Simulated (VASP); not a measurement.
HfB, 2 atoms in the cell. It takes space group Fm-3m (No. 225, cubic). Conventional cell: a = 4.783 Å, b = 4.783 Å, c = 4.783 Å, α = 90.00°, β = 90.00°, γ = 90.00°. Within 3.2 Å of Hf (site symmetry m-3m) lie 6 B at 2.39 Å. B (site symmetry m-3m) has 6 Hf at 2.39 Å within 3.2 Å. 

| Property | Result |
| --- | --- |
| Program | VASP 6.6.1 |
| Task | single point |
| Functional | r2SCAN |
| Potentials or basis | VASP PAW PBE potentials, release 64 (Hf_pv, B) |
| Cutoff | 520 eV |
| k mesh | 10 × 10 × 10 |
| Occupations | fermi-dirac, width 0.05 eV |
| Spin | no spin polarisation |
| Dipole correction | no |
| Further INCAR settings | ALGO = Normal; EDIFF = 1e-06; NBANDS = 14 |

Potentials or basis: VASP PAW PBE potentials, release 64 (Hf_pv, B).

Run with:

```bash
$ cat potpaw_PBE.64/Hf_pv/POTCAR potpaw_PBE.64/B/POTCAR > POTCAR
$ cp INCAR.step1 INCAR
$ mpirun -np 1 vasp_std > vasp.out
$ cp INCAR.step2 INCAR
$ mpirun -np 1 vasp_std > vasp.out
```

Hardware: 1 thread of AMD EPYC 7R43 64-Core Processor (Zen 3), on a shared host.

**Question.** Estimate the wall time of this run.

**Answer.** Run time: 2.4 min on 1 thread of AMD EPYC 7R43 64-Core Processor (Zen 3), with other jobs on the host, peak memory 0.14 GiB. Counts: k points 47.
